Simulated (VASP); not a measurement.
I:

```
I
1.0
     0.00000    2.36560    3.90984
     2.19225    0.00000    3.90984
     2.19225    2.36560    0.00000
I
1
Direct
  0.00000 0.00000 0.00000
```

| Quantity | Value |
| --- | --- |
| Program | VASP 6.6.1 |
| Task | relaxation of cell and atoms |
| Functional | RPBE |
| Dispersion | D3(BJ) |
| Potentials or basis | VASP PAW PBE potentials, release 64 (I) |
| Cutoff | 600 eV |
| k mesh | 9 × 9 × 9 |
| Occupations | fermi-dirac, width 0.05 eV |
| Spin | no spin polarisation |

At the start: pressure -5.6 GPa; volume 40.55 Å³/atom.

Question: Where does the relaxation end?

Answer: Over 20 steps the energy falls by 335.7 meV/atom and the volume is 26.06 Å³/atom (-35.7 %); space group Fmmm (No. 69, to 0.1 Å) before and after.

Step by step:
| step | energy change (eV) | largest force (eV/Å) | pressure (GPa) | volume (Å³) |
| --- | --- | --- | --- | --- |
| 1 | 0.0000 | 0.0000 | -5.57 | 40.55 |
| 2 | -0.0816 | 0.0000 | 4.00 | 32.79 |
| 3 | -0.1289 | 0.0000 | -0.94 | 35.30 |
| 4 | -0.1653 | 0.0000 | -1.03 | 33.69 |
| 5 | -0.2609 | 0.0000 | -1.06 | 29.87 |
| 6 | -0.1995 | 0.0000 | 9.28 | 22.53 |
| 7 | -0.3088 | 0.0000 | -0.48 | 27.65 |
| 8 | -0.3160 | 0.0000 | 1.22 | 25.69 |
| 9 | -0.3187 | 0.0000 | 0.42 | 26.41 |
| 10 | -0.3187 | 0.0000 | 0.59 | 26.24 |
| 11 | -0.3179 | 0.0000 | -1.31 | 26.77 |
| 12 | -0.3196 | 0.0000 | -0.23 | 26.46 |
| 13 | -0.3231 | 0.0000 | -0.42 | 26.51 |
| 14 | -0.3328 | 0.0000 | -1.09 | 26.62 |
| 15 | -0.3346 | 0.0000 | -0.57 | 26.39 |
| 16 | -0.3355 | 0.0000 | 0.09 | 26.11 |
| 17 | -0.3355 | 0.0000 | 0.17 | 26.08 |
| 18 | -0.3356 | 0.0000 | 0.13 | 26.06 |
| 19 | -0.3357 | 0.0000 | 0.08 | 26.03 |
| 20 | -0.3357 | 0.0000 | 0.01 | 26.06 |

Final structure:
```
I
1.0
     0.00000    2.15654    2.88505
     2.09461    0.00000    2.88505
     2.09461    2.15654    0.00000
I
1
Direct
  0.00000 0.00000 0.00000
```

Caveat: the volume moved by over 15 % at a fixed basis, so the end points are rough; the dispersion term is far too large for a dense solid, which distorts pressure and volume; the PAW data sets were made with another functional, which shifts forces and pressure a little; an odd number of electrons without spin polarisation forces a metal; a magnetic or distorted state may lie lower.
